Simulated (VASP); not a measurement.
# Si2Ni in VASP: further runs, part 2 of 2

VASP 6.6.1. The steps go on from the part before.

## 3. Single point, PBE (biaxial strain in the a-b plane: -4.0 %)

File INCAR:

```
PREC = Accurate
ENCUT = 520
EDIFF = 1E-6
ISMEAR = 0
SIGMA = 0.1
LREAL = F
LASPH = T
NELM = 80
ALGO = Normal
ISIF = 2
LWAVE = F
LCHARG = F
GGA = PE
NBANDS = 27
```

File KPOINTS:

```
Automatic mesh
0
Gamma
  10 10 8
```

File POSCAR:

```
Si2Ni
1.0
    2.6144586730      2.6144586730      0.0000000000
   -2.6144586730      2.6144586730      0.0000000000
    0.0000000000      0.0000000000      5.5775118358
Si Ni
4 2
Direct
    0.0000000000      0.5000000000      0.7500000000
    0.5000000000      0.0000000000      0.7500000000
    0.5000000000      0.0000000000      0.2500000000
    0.0000000000      0.5000000000      0.2500000000
    0.0000000000      0.0000000000      0.0000000000
    0.5000000000      0.5000000000      0.5000000000
```

Potentials or basis: VASP PAW PBE potentials, release 64 (Si, Ni).

Started as:

```bash
$ cat potpaw_PBE.64/Si/POTCAR potpaw_PBE.64/Ni/POTCAR > POTCAR
$ mpirun -np 1 vasp_std > vasp.out
```

OUTCAR:

```text
PREC = Accurate
   ENCUT = 520
   EDIFF = 1E-6
   ISMEAR = 0
   LREAL = F
   LASPH = T
   NELM = 80
   ISIF = 2
   GGA = PE

 ion  position               nearest neighbor table
   1  0.000  0.500  0.750-   5 2.32   6 2.32   5 2.32   6 2.32   2 2.61   2 2.61   2 2.61   2 2.61
                             4 2.79   4 2.79
   2  0.500  0.000  0.750-   5 2.32   6 2.32   6 2.32   5 2.32   1 2.61   1 2.61   1 2.61   1 2.61
                             3 2.79   3 2.79
   3  0.500  0.000  0.250-   5 2.32   6 2.32   6 2.32   5 2.32   4 2.61   4 2.61   4 2.61   4 2.61
                             2 2.79   2 2.79
   4  0.000  0.500  0.250-   5 2.32   6 2.32   5 2.32   6 2.32   3 2.61   3 2.61   3 2.61   3 2.61
                             1 2.79   1 2.79
   5  0.000  0.000  0.000-   1 2.32   2 2.32   3 2.32   4 2.32   1 2.32   4 2.32   2 2.32   3 2.32

   6  0.500  0.500  0.500-   1 2.32   2 2.32   3 2.32   4 2.32   2 2.32   3 2.32   1 2.32   4 2.32

  LATTYP: Found a simple tetragonal cell.
 ALAT       =     3.6974029136
 C/A-ratio  =     1.5084944665

  Lattice vectors:

 A1 = (   2.6144586730,   2.6144586730,   0.0000000000)
 A2 = (  -2.6144586730,   2.6144586730,   0.0000000000)
 A3 = (   0.0000000000,   0.0000000000,   5.5775118358)

Analysis of symmetry for initial positions (statically):
=====================================================================
 Subroutine PRICEL returns following result:

  LATTYP: Found a body centered tetragonal cell.
 ALAT       =     3.6974029136
 C/A-ratio  =     1.5084944665

  Lattice vectors:

 A1 = (   2.6144586730,   0.0000000000,  -2.7887559179)
 A2 = (  -2.6144586730,   0.0000000000,  -2.7887559179)
 A3 = (   0.0000000000,   2.6144586730,   2.7887559179)

   2 primitive cells build up your supercell.

 Routine SETGRP: Setting up the symmetry group for a
 simple tetragonal supercell.

 Subroutine GETGRP returns: Found 16 space group operations
 (whereof 16 operations were pure point group operations)
 out of a pool of 16 trial point group operations.

The static configuration has the point symmetry D_4h.

Analysis of symmetry for dynamics (positions and initial velocities):
=====================================================================
 Subroutine PRICEL returns following result:

  LATTYP: Found a body centered tetragonal cell.
 ALAT       =     3.6974029136
 C/A-ratio  =     1.5084944665

  Lattice vectors:

 A1 = (   2.6144586730,   0.0000000000,  -2.7887559179)
 A2 = (  -2.6144586730,   0.0000000000,  -2.7887559179)
 A3 = (   0.0000000000,   2.6144586730,   2.7887559179)

   2 primitive cells build up your supercell.

 Routine SETGRP: Setting up the symmetry group for a
 simple tetragonal supercell.

 Subroutine GETGRP returns: Found 16 space group operations
 (whereof 16 operations were pure point group operations)
 out of a pool of 16 trial point group operations.

The dynamic configuration has the point symmetry D_4h.

 Subroutine INISYM returns: Found 16 space group operations
 (whereof 16 operations are pure point group operations),
 and found     2 'primitive' translations

[... 49 lines left out ...]
 Found    105 irreducible k-points:

 Following reciprocal coordinates:
            Coordinates               Weight
  0.000000  0.000000  0.000000      1.000000
  0.100000  0.000000  0.000000      4.000000
  0.200000  0.000000  0.000000      4.000000
  0.300000  0.000000  0.000000      4.000000
  0.400000  0.000000  0.000000      4.000000
  0.500000  0.000000  0.000000      2.000000
[... 16 lines left out ...]
  0.100000  0.000000  0.125000      8.000000
  0.200000  0.000000  0.125000      8.000000
 [... further k-points ...]
   k-points           NKPTS =    105   k-points in BZ     NKDIM =    105   number of bands    NBANDS=     27
   number of dos      NEDOS =    301   number of ions     NIONS =      6
   total plane-waves  NPLWV =  32928
   dimension x,y,z NGX =    28 NGY =   28 NGZ =   42
   dimension x,y,z NGXF=    56 NGYF=   56 NGZF=   84
   ions per type =               4   2
   NGX,Y,Z   is equivalent  to a cutoff of  12.59, 12.59, 12.52 a.u.
   NGXF,Y,Z  is equivalent  to a cutoff of  25.18, 25.18, 25.04 a.u.
 SYSTEM =  unknown system
   PREC   = accura    normal or accurate (medium, high low for compatibility)
   ISTART =      0    job   : 0-new  1-cont  2-samecut
   ICHARG =      2    charge: 1-file 2-atom 10-const
   ISPIN  =      1    spin polarized calculation?
   LNONCOLLINEAR =      F non collinear calculations
   LSORBIT =      F    spin-orbit coupling
   LASPH  =      T    aspherical Exc in radial PAW
   ENCUT  =  520.0 eV  38.22 Ry    6.18 a.u.   6.87  6.87 10.37*2*pi/ulx,y,z
   NELM   =     80;   NELMIN=  2; NELMDL= -5     # of ELM steps
   EDIFF  = 0.1E-05   stopping-criterion for ELM
   LREAL  =      F    real-space projection
   EDIFFG = 0.1E-04   stopping-criterion for IOM
   NSW    =      0    number of steps for IOM
   IBRION =     -1    ionic relax: 0-MD 1-quasi-New 2-CG
   NFREE  =      0    steps in history (QN), initial steepest desc. (CG)
   ISIF   =      2    stress and relaxation
   ISYM   =      2    0-nonsym 1-usesym 2-fastsym
   POTIM  = 0.5000    time-step for ionic-motion
   TEBEG  =    0.0;   TEEND  =   0.0 temperature during run
   PSTRESS=    0.0 pullay stress
   NELECT =      36.0000    total number of electrons
   NUPDOWN=      -1.0000    fix difference up-down
   EMIN   =  10.00;   EMAX   =-10.00  energy-range for DOS
   EFERMI =   0.00;   METHOD = LEGACY
   ISMEAR =     0;   SIGMA  =   0.10  broadening in eV -4-tet -1-fermi 0-gaus
   EFERMI_NEDOS =   21; number of points for ismear=-14 and -15
   IALGO  =     38    algorithm
   IMIX   =      4    mixing-type and parameters
     AMIX     =   0.40;   BMIX     =  1.00
     AMIX_MAG =   1.60;   BMIX_MAG =  1.00
  volume/ion in A,a.u.               =      12.71        85.76
  Fermi-wavevector in a.u.,A,eV,Ry     =   1.274767  2.408961 22.109905  1.625032
  Thomas-Fermi vector in A             =   2.407517
   LORBIT       =      0    0 simple, 1 ext, 2 COOP (PROOUT), +10 PAW based schemes
   GGA     = PE    functional components
   LHFCALC =     F    Hartree Fock is set to
   AEXX    =    0.0000 exact exchange contribution
   IVDW    =     0    specifies the selected vdW correction
   LEPSILON=     F    determine dielectric tensor
   LRPA    =     F    only Hartree local field effects (RPA)
 non-spin polarized calculation
 Gauss-broadening in eV      SIGMA  =   0.10
  energy-cutoff  :      520.00
  volume of cell :       76.25
 maximum number of plane-waves:      2090
 NGX is ok and might be reduce to    28
   NGX = 13   NGY = 13   NGZ = 21

 number of electron      35.9999956 magnetization

 Free energy of the ion-electron system (eV)
  ---------------------------------------------------
  ext. energy  EPLUGINS =         0.00000000
  ---------------------------------------------------
  free energy    TOTEN  =       -34.57705982 eV

  energy without entropy =      -34.56869299  energy(sigma->0) =      -34.57287640

 E-fermi :  10.9765     XC(G=0): -11.7519

 val. band max:       10.9586500014   @ k =   0.0000   0.0000   0.2500
 cond. band min:      10.9840087027   @ k =   0.0000   0.0000   0.1250
 fundamental gap:      0.0253587013
 Fermi energy:        10.9764744701

 k-point     1 :       0.0000    0.0000    0.0000
  band No.  band energies     occupation
      1      -3.2280      2.00000
      2       0.3020      2.00000
      3       2.6221      2.00000
      4       3.9691      2.00000
      5       5.4863      2.00000
      6       5.4863      2.00000
[... 709 lines left out ...]
     26      15.8080      0.00000
     27      16.0559      0.00000

 [... further k-points ...]

------------------------ aborting loop because EDIFF is reached ----------------------------------------

  FORCE on cell =-STRESS in cart. coord.  units (eV):
  Direction    XX          YY          ZZ          XY          YZ          ZX
  --------------------------------------------------------------------------------------
  -------------------------------------------------------------------------------------
  Total        5.0390698      5.0390698      2.9854221      0.0000000      0.0000000      0.0000000
  in kB      105.8831601    105.8831601     62.7310091      0.0000000      0.0000000      0.0000000
  external PRESSURE =      91.4991098 kB  Pullay stress =       0.0000000 kB

 VOLUME and BASIS-vectors are now :
 -----------------------------------------------------------------------------
  energy-cutoff  :      520.00
  volume of cell :       76.25
      direct lattice vectors                 reciprocal lattice vectors
     2.614458673  2.614458673  0.000000000     0.191244178  0.191244178  0.000000000
    -2.614458673  2.614458673  0.000000000    -0.191244178  0.191244178  0.000000000
     0.000000000  0.000000000  5.577511836     0.000000000  0.000000000  0.179291417

 POSITION                                       TOTAL-FORCE (eV/Angst)
 -----------------------------------------------------------------------------------
     -1.30723      1.30723      4.18313        -0.000000     -0.000000     -0.000000
      1.30723      1.30723      4.18313        -0.000000      0.000000     -0.000000
      1.30723      1.30723      1.39438        -0.000000      0.000000     -0.000000
     -1.30723      1.30723      1.39438        -0.000000      0.000000     -0.000000
      0.00000      0.00000      0.00000        -0.000000      0.000000     -0.000000
      0.00000      2.61446      2.78876         0.000000     -0.000000      0.000000
 -----------------------------------------------------------------------------------
    total drift:                               -0.000000      0.000000      0.000000

  FREE ENERGIE OF THE ION-ELECTRON SYSTEM (eV)
  ---------------------------------------------------
  free  energy   TOTEN  =       -34.5770598175 eV

  energy  without entropy=      -34.5686929854  energy(sigma->0) =      -34.57287640
```

OSZICAR:

```text
N       E                     dE             d eps       ncg     rms          rms(c)
DAV:   1     0.202571487244E+03    0.20257E+03   -0.15372E+04  5694   0.140E+03
DAV:   2    -0.227775569728E+02   -0.22535E+03   -0.21330E+03  5727   0.301E+02
DAV:   3    -0.382734034441E+02   -0.15496E+02   -0.14969E+02  6857   0.887E+01
DAV:   4    -0.387328552111E+02   -0.45945E+00   -0.45648E+00  7104   0.141E+01
DAV:   5    -0.387460683244E+02   -0.13213E-01   -0.13197E-01  7312   0.252E+00    0.237E+01
DAV:   6    -0.473389856920E+02   -0.85929E+01   -0.96199E+01  6665   0.176E+02    0.352E+01
DAV:   7    -0.348898862789E+02    0.12449E+02   -0.26947E+01  6899   0.109E+02    0.685E+00
DAV:   8    -0.347110828363E+02    0.17880E+00   -0.60356E+00  8657   0.324E+01    0.463E+00
DAV:   9    -0.345790288219E+02    0.13205E+00   -0.83389E-01  7759   0.135E+01    0.102E+00
DAV:  10    -0.345779701890E+02    0.10586E-02   -0.18285E-02  8289   0.167E+00    0.567E-01
DAV:  11    -0.345770074182E+02    0.96277E-03   -0.35092E-03  6382   0.322E-01    0.113E-01
DAV:  12    -0.345770617947E+02   -0.54377E-04   -0.27579E-04  7700   0.208E-01    0.761E-02
DAV:  13    -0.345770606119E+02    0.11828E-05   -0.20077E-04  6607   0.250E-01    0.201E-02
DAV:  14    -0.345770594994E+02    0.11125E-05   -0.19607E-05  8000   0.687E-02    0.590E-03
DAV:  15    -0.345770598175E+02   -0.31805E-06   -0.92631E-07  4266   0.659E-03
   1 F= -.34577060E+02 E0= -.34572876E+02  d E =-.836683E-02
```

stdout:

```text
POSCAR found type information on POSCAR SiNi
 POSCAR found :  2 types and       6 ions
 scaLAPACK will be used
 LDA part: xc-table for (Slater+PW92), standard interpolation
 POSCAR, INCAR and KPOINTS ok, starting setup
 FFT: planning ... GRIDC
 FFT: planning ... GRID_SOFT
 FFT: planning ... GRID
 WAVECAR not read
 entering main loop
```

Wall time 85 s (1 thread of Intel Xeon 6975P-C (Granite Rapids), shared host); peak memory 0.29 GiB.

Results:

| Item | Value |
| --- | --- |
| Free energy | -34.5771 eV |
| Pressure | 9.1 GPa |
| Band gap on the k mesh | zero (bands 18 and 19 overlap by 2.00 eV) |

Levels at points of the mesh, in eV from the Fermi level:
| k point | band 15 | band 16 | band 17 | band 18 | band 19 | band 20 | band 21 | band 22 |
| --- | --- | --- | --- | --- | --- | --- | --- | --- |
| (0.00, 0.00, 0.00) | -3.25 | -0.06 | 0.02 | 1.47 | 1.47 | 1.57 | 1.68 | 2.31 |
| (0.50, 0.00, 0.00) | -3.07 | -3.07 | -0.99 | -0.99 | 1.49 | 1.49 | 2.56 | 2.56 |
| (0.50, 0.50, 0.00) | -3.59 | -3.59 | -3.22 | -3.22 | -0.52 | -0.52 | 1.23 | 1.23 |
| (0.00, 0.00, 0.50) | -1.81 | -1.81 | -1.81 | -1.81 | -0.05 | -0.05 | 1.92 | 1.92 |
| (0.50, 0.00, 0.50) | -1.83 | -1.83 | -1.28 | -1.28 | 1.54 | 1.54 | 1.90 | 1.90 |
| (0.50, 0.50, 0.50) | -3.23 | -3.23 | -2.68 | -2.68 | 1.96 | 1.96 | 1.96 | 1.96 |

Caveat: the cell differs from its parent crystal (biaxial strain in the a-b plane: -4.0 %); the cell stands under pressure. Spin polarisation is off, so any magnetic state and its effect on volume and gap are missing.
